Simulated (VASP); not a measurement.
# C (P-1) in VASP: further runs

Runs on C. Level: r2SCAN. Tasks: single point.

Everything below comes from runs of VASP 6.6.1. Logs are shortened: lines on timing, memory, paths and dates and some standing lists are left out, and cuts for length are marked.

### Step 1. The cell of the first run

The typed cell holds 2 atoms: a = 2.456 Å, b = 2.456 Å, c = 3.765 Å, α = 108.50°, β = 108.50°, γ = 60.00°.

### Step 2. Single point, r2SCAN

The input, POSCAR:

```
C
1.0
    2.1273200000     -1.2282800000      0.0000000000
    2.1273200000      1.2282800000      0.0000000000
   -1.3790700000      0.0000000000      3.5028300000
C
2
Direct
    0.8238905546      0.8408405546      1.0040777352
    0.1642600000      0.1634100000      0.9948100000
```

The input, INCAR.step1:

```
PREC     = Accurate       # precision mode
ENCUT    = 520            # plane-wave cutoff, eV
ISMEAR   = -1             # smearing method
SIGMA    = 0.05           # smearing width, eV
LREAL    = F              # projectors in reciprocal space
LASPH    = T              # aspherical terms in the spheres
NELM     = 100            # most SCF steps
NBANDS   = 11             # bands
GGA      = PE             # functional
ALGO     = Normal         # electronic algorithm
EDIFF    = 1E-4           # SCF threshold, eV
LWAVE    = T              # write WAVECAR
LCHARG   = F              # write CHGCAR
```

The input, INCAR.step2:

```
PREC     = Accurate       # precision mode
ENCUT    = 520            # plane-wave cutoff, eV
EDIFF    = 1E-6           # SCF threshold, eV
ISMEAR   = -1             # smearing method
SIGMA    = 0.05           # smearing width, eV
LREAL    = F              # projectors in reciprocal space
LASPH    = T              # aspherical terms in the spheres
NELM     = 100            # most SCF steps
ALGO     = Normal         # electronic algorithm
ISIF     = 2              # what is computed and relaxed
LWAVE    = F              # write WAVECAR
LCHARG   = F              # write CHGCAR
METAGGA  = R2SCAN         # meta-GGA
LMIXTAU  = T            
NBANDS   = 11             # bands
ISTART   = 1
```

The input, KPOINTS:

```
Automatic mesh
0
Gamma
  9 9 6
```

Potentials or basis: VASP PAW PBE potentials, release 64 (C).

Launch:

```
$ cat potpaw_PBE.64/C/POTCAR > POTCAR
$ cp INCAR.step1 INCAR
$ mpirun -np 1 vasp_std > vasp.out
$ cp INCAR.step2 INCAR
$ mpirun -np 1 vasp_std > vasp.out
```

OUTCAR:

```text
PREC = Accurate
   ENCUT = 520
   EDIFF = 1E-6
   ISMEAR = -1
   LREAL = F
   LASPH = T
   NELM = 100
   ISIF = 2
   METAGGA = R2SCAN
   ISTART = 1

 ion  position               nearest neighbor table
   1  0.824  0.841  0.004-   2 1.40   2 1.42   2 1.44
   2  0.164  0.163  0.995-   1 1.40   1 1.42   1 1.44

  LATTYP: Found a base centered monoclinic cell.
 ALAT       =     4.2546400000
 B/A-ratio  =     0.5773837504
 C/A-ratio  =     0.8848047021
 COS(beta)  =    -0.3663330234

  Lattice vectors:

 A1 = (   2.1273200000,  -1.2282800000,   0.0000000000)
 A2 = (   2.1273200000,   1.2282800000,   0.0000000000)
 A3 = (  -1.3790700000,   0.0000000000,   3.5028300000)

Analysis of symmetry for initial positions (statically):
=====================================================================
 Subroutine PRICEL returns:
 Original cell was already a primitive cell.

 Routine SETGRP: Setting up the symmetry group for a
 base centered monoclinic supercell.

 Subroutine GETGRP returns: Found  2 space group operations
 (whereof  1 operations were pure point group operations)
 out of a pool of  4 trial point group operations.

The static configuration has the point symmetry C_1 .
 The point group associated with its full space group is S_2 .

Analysis of symmetry for dynamics (positions and initial velocities):
=====================================================================
 Subroutine PRICEL returns:
 Original cell was already a primitive cell.

 Routine SETGRP: Setting up the symmetry group for a
 base centered monoclinic supercell.

 Subroutine GETGRP returns: Found  2 space group operations
 (whereof  1 operations were pure point group operations)
 out of a pool of  4 trial point group operations.

The dynamic configuration has the point symmetry C_1 .
 The point group associated with its full space group is S_2 .

 Subroutine INISYM returns: Found  2 space group operations
 (whereof  1 operations are pure point group operations),
 and found     1 'primitive' translations

----------------------------------------------------------------------------------------

                                     Primitive cell

  volume of cell :      18.3054

  direct lattice vectors                    reciprocal lattice vectors
     2.127320000 -1.228280000  0.000000000     0.235037512 -0.407073306  0.092534660
     2.127320000  1.228280000  0.000000000     0.235037512  0.407073306  0.092534660
    -1.379070000  0.000000000  3.502830000     0.000000000  0.000000000  0.285483452

  length of vectors
     2.456453163  2.456453163  3.764525478     0.479076165  0.479076165  0.285483452

  position of ions in fractional coordinates (direct lattice)
     0.823890555  0.840840555  0.004077735
     0.164260000  0.163410000  0.994810000

  ion indices of the primitive-cell ions
   primitive index   ion index
                 1           1
                 2           2

----------------------------------------------------------------------------------------

 KPOINTS: Automatic mesh

Automatic generation of k-mesh.
 Grid dimensions read from file:
 generate k-points for:    9    9    6

 Generating k-lattice:

  Cartesian coordinates                     Fractional coordinates (reciprocal lattice)
     0.026115279 -0.045230367  0.010281629     0.111111111  0.000000000  0.000000000
     0.026115279  0.045230367  0.010281629     0.000000000  0.111111111  0.000000000
     0.000000000  0.000000000  0.047580575     0.000000000  0.000000000  0.166666667

  Length of vectors
     0.053230685  0.053230685  0.047580575

  Shift w.r.t. Gamma in fractional coordinates (k-lattice)
     0.000000000  0.000000000  0.000000000

 Subroutine IBZKPT returns following result:
 ===========================================

 Found    244 irreducible k-points:

 Following reciprocal coordinates:
            Coordinates               Weight
  0.000000  0.000000  0.000000      1.000000
  0.111111 -0.000000 -0.000000      2.000000
  0.000000 -0.111111  0.000000      2.000000
  0.222222 -0.000000  0.000000      2.000000
  0.000000 -0.222222  0.000000      2.000000
  0.333333 -0.000000  0.000000      2.000000
[... 16 lines left out ...]
 -0.111111  0.111111  0.000000      2.000000
  0.222222  0.222222  0.000000      2.000000
 [... further k-points ...]
   k-points           NKPTS =    244   k-points in BZ     NKDIM =    244   number of bands    NBANDS=     11
   number of dos      NEDOS =    301   number of ions     NIONS =      2
   total plane-waves  NPLWV =   9072
   dimension x,y,z NGX =    18 NGY =   18 NGZ =   28
   dimension x,y,z NGXF=    36 NGYF=   36 NGZF=   56
   ions per type =               2
   NGX,Y,Z   is equivalent  to a cutoff of  12.18, 12.18, 12.37 a.u.
   NGXF,Y,Z  is equivalent  to a cutoff of  24.36, 24.36, 24.73 a.u.
 SYSTEM =  unknown system
   PREC   = accura    normal or accurate (medium, high low for compatibility)
   ISTART =      1    job   : 0-new  1-cont  2-samecut
   ICHARG =      0    charge: 1-file 2-atom 10-const
   ISPIN  =      1    spin polarized calculation?
   LNONCOLLINEAR =      F non collinear calculations
   LSORBIT =      F    spin-orbit coupling
   LASPH  =      T    aspherical Exc in radial PAW
   ENCUT  =  520.0 eV  38.22 Ry    6.18 a.u.   4.57  4.57  7.00*2*pi/ulx,y,z
   NELM   =    100;   NELMIN=  2; NELMDL=  0     # of ELM steps
   EDIFF  = 0.1E-05   stopping-criterion for ELM
   LREAL  =      F    real-space projection
   EDIFFG = 0.1E-04   stopping-criterion for IOM
   NSW    =      0    number of steps for IOM
   IBRION =     -1    ionic relax: 0-MD 1-quasi-New 2-CG
   NFREE  =      0    steps in history (QN), initial steepest desc. (CG)
   ISIF   =      2    stress and relaxation
   ISYM   =      2    0-nonsym 1-usesym 2-fastsym
   POTIM  = 0.5000    time-step for ionic-motion
   TEBEG  =    0.0;   TEEND  =   0.0 temperature during run
   PSTRESS=    0.0 pullay stress
   NELECT =       8.0000    total number of electrons
   NUPDOWN=      -1.0000    fix difference up-down
   EMIN   =  10.00;   EMAX   =-10.00  energy-range for DOS
   EFERMI =   0.00;   METHOD = LEGACY
   ISMEAR =    -1;   SIGMA  =   0.05  broadening in eV -4-tet -1-fermi 0-gaus
   EFERMI_NEDOS =   21; number of points for ismear=-14 and -15
   IALGO  =     38    algorithm
   IMIX   =      4    mixing-type and parameters
     AMIX     =   0.40;   BMIX     =  1.00
     AMIX_MAG =   1.60;   BMIX_MAG =  1.00
  volume/ion in A,a.u.               =       9.15        61.77
  Fermi-wavevector in a.u.,A,eV,Ry     =   1.242353  2.347707 20.999795  1.543441
  Thomas-Fermi vector in A             =   2.376711
   LORBIT       =      0    0 simple, 1 ext, 2 COOP (PROOUT), +10 PAW based schemes
   METAGGA = R2SCAN    functional components
   LHFCALC =     F    Hartree Fock is set to
   AEXX    =    0.0000 exact exchange contribution
   IVDW    =     0    specifies the selected vdW correction
   LEPSILON=     F    determine dielectric tensor
   LRPA    =     F    only Hartree local field effects (RPA)
 non-spin polarized calculation
  energy-cutoff  :      520.00
  volume of cell :       18.31
 maximum number of plane-waves:       506
   NGX =  9   NGY =  9   NGZ = 13

 number of electron       8.0000000 magnetization

 Free energy of the ion-electron system (eV)
  ---------------------------------------------------
  ext. energy  EPLUGINS =         0.00000000
  ---------------------------------------------------
  free energy    TOTEN  =       -19.84706917 eV

  energy without entropy =      -19.84680468  energy(sigma->0) =      -19.84693692

 E-fermi :   4.2998     XC(G=0): -10.8360

 val. band max:        4.1561130782   @ k =  -0.3333   0.3333   0.3333
 cond. band min:       4.4342865834   @ k =  -0.3333   0.3333   0.3333
 fundamental gap:      0.2781735052
 Fermi energy:         4.2998340187

 k-point     1 :       0.0000    0.0000    0.0000
  band No.  band energies     occupation
      1     -16.6250      2.00000
      2      -2.9458      2.00000
      3       0.7637      2.00000
      4       1.4812      2.00000
      5       8.3565      0.00000
      6      12.6000      0.00000
      7      13.5123      0.00000
      8      16.7547      0.00000
      9      17.6385      0.00000
     10      28.3696      0.00000
     11      29.7651      0.00000

 k-point     2 :       0.1111   -0.0000   -0.0000
  band No.  band energies     occupation
      1     -16.3115      2.00000
      2      -2.6091      2.00000
      3      -0.3728      2.00000
      4       0.8086      2.00000
      5       8.7885      0.00000
      6      13.4481      0.00000
      7      14.0089      0.00000
      8      15.6177      0.00000
      9      18.2832      0.00000
     10      28.4292      0.00000
     11      29.3361      0.00000

 k-point     3 :       0.0000   -0.1111    0.0000
  band No.  band energies     occupation
      1     -16.3102      2.00000
      2      -2.6147      2.00000
      3      -0.0266      2.00000
      4       0.4376      2.00000
      5       8.7847      0.00000
      6      12.8711      0.00000
      7      14.7117      0.00000
      8      15.6730      0.00000
      9      18.2074      0.00000
     10      28.2228      0.00000
     11      29.3137      0.00000

 k-point     4 :       0.2222   -0.0000    0.0000
  band No.  band energies     occupation
      1     -15.3779      2.00000
      2      -3.0214      2.00000
      3      -1.6082      2.00000
      4      -0.5012      2.00000
      5      10.0452      0.00000
      6      12.8269      0.00000
      7      13.2369      0.00000
      8      17.2313      0.00000
      9      20.0073      0.00000
     10      25.4397      0.00000
     11      28.2420      0.00000

 k-point     5 :       0.0000   -0.2222    0.0000
  band No.  band energies     occupation
      1     -15.3731      2.00000
      2      -2.7087      2.00000
      3      -1.6335      2.00000
      4      -0.8764      2.00000
      5      10.0337      0.00000
      6      12.7860      0.00000
      7      13.1271      0.00000
      8      17.8105      0.00000
      9      19.8915      0.00000
     10      25.1794      0.00000
     11      28.2093      0.00000
[... 211 lines left out ...]
 k-point    21 :      -0.2222    0.1111    0.0000
  band No.  band energies     occupation
      1     -14.4677      2.00000
      2      -4.5218      2.00000
      3      -2.0283      2.00000
      4      -0.5180      2.00000
      5      10.5185      0.00000
      6      11.3113      0.00000
      7      14.2105      0.00000
      8      17.6418      0.00000
      9      21.3299      0.00000
     10      23.3851      0.00000
     11      28.2643      0.00000

 k-point    22 :      -0.1111    0.2222    0.0000
  band No.  band energies     occupation
      1     -14.4647      2.00000
      2      -4.3339      2.00000
      3      -2.2548      2.00000
      4      -0.5443      2.00000
      5      10.5670      0.00000
      6      11.3701      0.00000
      7      14.0169      0.00000
      8      17.8964      0.00000
      9      21.3032      0.00000
     10      23.3791      0.00000
     11      28.2088      0.00000

 k-point    23 :      -0.1111    0.1111    0.0000
  band No.  band energies     occupation
      1     -15.6936      2.00000
      2      -1.9212      2.00000
      3      -1.8186      2.00000
      4      -0.6123      2.00000
      5       9.4756      0.00000
      6      13.6124      0.00000
      7      14.0871      0.00000
      8      15.4011      0.00000
      9      19.8456      0.00000
     10      25.1929      0.00000
     11      30.0651      0.00000

 k-point    24 :       0.2222    0.2222    0.0000
  band No.  band energies     occupation
      1     -15.3477      2.00000
      2      -2.7963      2.00000
      3      -1.8759      2.00000
      4      -0.7550      2.00000
      5      10.6876      0.00000
      6      12.6551      0.00000
      7      12.9639      0.00000
      8      17.6638      0.00000
      9      20.1505      0.00000
     10      24.7856      0.00000
     11      29.9077      0.00000

 [... further k-points ...]
[... 5 lines left out ...]
  --------------------------------------------------------------------------------------
  -------------------------------------------------------------------------------------
  Total        0.0948841      0.1869289     -0.0559531     -0.2044388     -0.0385399      0.0025714
  in kB        8.3047183     16.3609208     -4.8972901    -17.8934732     -3.3731988      0.2250609
  external PRESSURE =       6.5894497 kB  Pullay stress =       0.0000000 kB

 VOLUME and BASIS-vectors are now :
 -----------------------------------------------------------------------------
  energy-cutoff  :      520.00
  volume of cell :       18.31
      direct lattice vectors                 reciprocal lattice vectors
     2.127320000 -1.228280000  0.000000000     0.235037512 -0.407073306  0.092534660
     2.127320000  1.228280000  0.000000000     0.235037512  0.407073306  0.092534660
    -1.379070000  0.000000000  3.502830000     0.000000000  0.000000000  0.285483452

 POSITION                                       TOTAL-FORCE (eV/Angst)
 -----------------------------------------------------------------------------------
      3.53579      0.02082      0.01428         0.288610     -1.190600     -0.533036
     -0.67485     -0.00104      3.48465        -0.288610      1.190600      0.533036
 -----------------------------------------------------------------------------------
    total drift:                               -0.000002      0.000021     -0.000008

  FREE ENERGIE OF THE ION-ELECTRON SYSTEM (eV)
  ---------------------------------------------------
  free  energy   TOTEN  =       -19.8470691691 eV

  energy  without entropy=      -19.8468046802  energy(sigma->0) =      -19.84693692
```

It took 97 s on 1 thread of AMD EPYC 9R45 (Zen 5), shared host; peak memory 0.12 GiB.

Results:

| Quantity | Value |
| --- | --- |
| Free energy | -19.8471 eV |
| Pressure | 0.7 GPa |
| Largest force | 1.336 eV/Å |
| Band gap on the k mesh | 0.28 eV, direct |

Forces in eV/Å, atoms in the order of the input:
```
C    0.289 -1.191 -0.533
C   -0.289  1.191  0.533
```

Levels at points of the mesh, in eV from the valence-band top:
```csv
k point,band 1,band 2,band 3,band 4,band 5,band 6,band 7,band 8,band 9
"(0.00, 0.00, 0.00)",-20.78,-7.10,-3.39,-2.67,4.20,8.44,9.36,12.60,13.48
"(0.00, 0.00, 0.50)",-20.57,-8.72,-3.40,-2.69,8.41,9.32,10.20,12.68,13.33
```

Caveat: the PAW data sets were made with another functional, which shifts forces and pressure a little.

### Step 3. Single point, r2SCAN

POSCAR, as its differences from that of step 2:

```diff
@@ -8,3 +8,3 @@
 Direct
-    0.8238905546      0.8408405546      1.0040777352
+    0.8209294454      0.8378794454      0.9949422648
     0.1642600000      0.1634100000      0.9948100000
```

The input, INCAR.step1:

```
SYSTEM = C
PREC = Accurate
ENCUT = 520
ISMEAR = -1
SIGMA = 0.05
LREAL = .False.
LASPH = .True.
NELM = 60
NBANDS = 11
GGA = PE
ALGO = Normal
EDIFF = 1E-4
LWAVE = .True.
LCHARG = .False.
```

The input, INCAR.step2:

```
SYSTEM = C
PREC = Accurate
ENCUT = 520
EDIFF = 1E-7
ISMEAR = -1
SIGMA = 0.05
LREAL = .False.
LASPH = .True.
NELM = 60
ALGO = Normal
ISIF = 2
LWAVE = .False.
LCHARG = .False.
METAGGA = R2SCAN
LMIXTAU = .True.
NBANDS = 11
ISTART = 1
```

The input, KPOINTS:

```
Automatic mesh
0
Gamma
  9 9 6
  0 0 0
```

Potentials or basis: VASP PAW PBE potentials, release 64 (C).

Launch:

```
$ cat potpaw_PBE.64/C/POTCAR > POTCAR
$ cp INCAR.step1 INCAR
$ mpirun -np 1 vasp_std > vasp.out
$ cp INCAR.step2 INCAR
$ mpirun -np 1 vasp_std > vasp.out
```

Wall time 2.3 min (1 thread of AMD EPYC 9R45 (Zen 5), shared host); peak memory 0.12 GiB.

The run converged. Its results:

| Item | Value |
| --- | --- |
| Free energy | -19.8554 eV |
| Pressure | 0.7 GPa |
| Largest force | 1.217 eV/Å |
| Band gap on the k mesh | 0.24 eV, direct |

Forces on the atoms (eV/Å):
```
C    0.286 -1.183  0.014
C   -0.286  1.183 -0.014
```

Stress tensor (GPa, compression positive):
```
 0.84 -1.72 -0.06
-1.72  1.61  0.00
-0.06  0.00 -0.30
```

Levels at points of the mesh, in eV from the valence-band top:
```csv
k point,band 1,band 2,band 3,band 4,band 5,band 6,band 7,band 8
"(0.00, 0.00, 0.00)",-20.81,-7.13,-3.43,-2.71,4.20,8.42,9.34,12.57
"(0.00, 0.00, 0.50)",-20.60,-8.74,-3.44,-2.72,8.39,9.30,10.17,12.73
```

Caveat: the PAW data sets were made with another functional, which shifts forces and pressure a little. A k mesh can miss the band edges.

(Part 1 of 2 ends here.)
